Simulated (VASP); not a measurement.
Set up this calculation in VASP 6.6.1, as the native input.

```yaml
Task: single point
Functional: PBE
Potentials_or_basis: VASP PAW PBE potentials, release 64 (W_sv, S)
Cutoff: 520 eV
k_mesh: 10 × 10 × 3
Occupations: gaussian, width 0.015 eV
Spin: no spin polarisation
Dipole_correction: no
Further_INCAR_settings: ALGO = Normal; EDIFF = 1e-07; NBANDS = 35
```

The structure of WS2 (Tungstenite) lies in POSCAR:

```
WS2
1.0
    3.1800000000      0.0000000000      0.0000000000
   -1.5900000000      2.7539607840      0.0000000000
    0.0000000000      0.0000000000     12.5000000000
W S
2 4
Direct
    0.6666666667      0.3333333333      0.7500000000
    0.3333333333      0.6666666667      0.2500000000
    0.6666666667      0.3333333333      0.3750000000
    0.3333333333      0.6666666667      0.8750000000
    0.6666666667      0.3333333333      0.1250000000
    0.3333333333      0.6666666667      0.6250000000
```

These files were run (other wordings do the same):

INCAR

```
SYSTEM = WS2
PREC     = Accurate       ! precision mode
ENCUT    = 520            ! plane-wave cutoff, eV
EDIFF    = 1E-7           ! SCF threshold, eV
ISMEAR   = 0              ! smearing method
SIGMA    = 0.015          ! smearing width, eV
LREAL    = .FALSE.        ! projectors in reciprocal space
LASPH    = .TRUE.         ! aspherical terms in the spheres
NELM     = 80             ! most SCF steps
ALGO     = Normal         ! electronic algorithm
ISIF     = 2              ! what is computed and relaxed
LWAVE    = .FALSE.        ! write WAVECAR
LCHARG   = .FALSE.        ! write CHGCAR
GGA      = PE             ! functional
NBANDS   = 35             ! bands
```

KPOINTS

```
regular mesh
0
G
  10 10 3
  0 0 0
```

Potentials or basis: VASP PAW PBE potentials, release 64 (W_sv, S).

Command:

```console
$ cat potpaw_PBE.64/W_sv/POTCAR potpaw_PBE.64/S/POTCAR > POTCAR
$ mpirun -np 1 vasp_std > vasp.out
```

Results of the run:

| Item | Value |
| --- | --- |
| Pressure | 2.2 GPa |
| Largest force | 0.132 eV/Å |
| Band gap on the k mesh | 1.14 eV, indirect (least direct gap 2.09 eV) |

Caveat: spin-orbit coupling is left out, which moves the levels of the heavy elements; this functional lacks dispersion, which binds the layers, so the pressure and a relaxed spacing across them are unreliable.

Wall time 75 s on 1 thread of Intel(R) Xeon(R) 6975P-C (Granite Rapids), with other jobs on the host, peak memory 0.26 GiB.
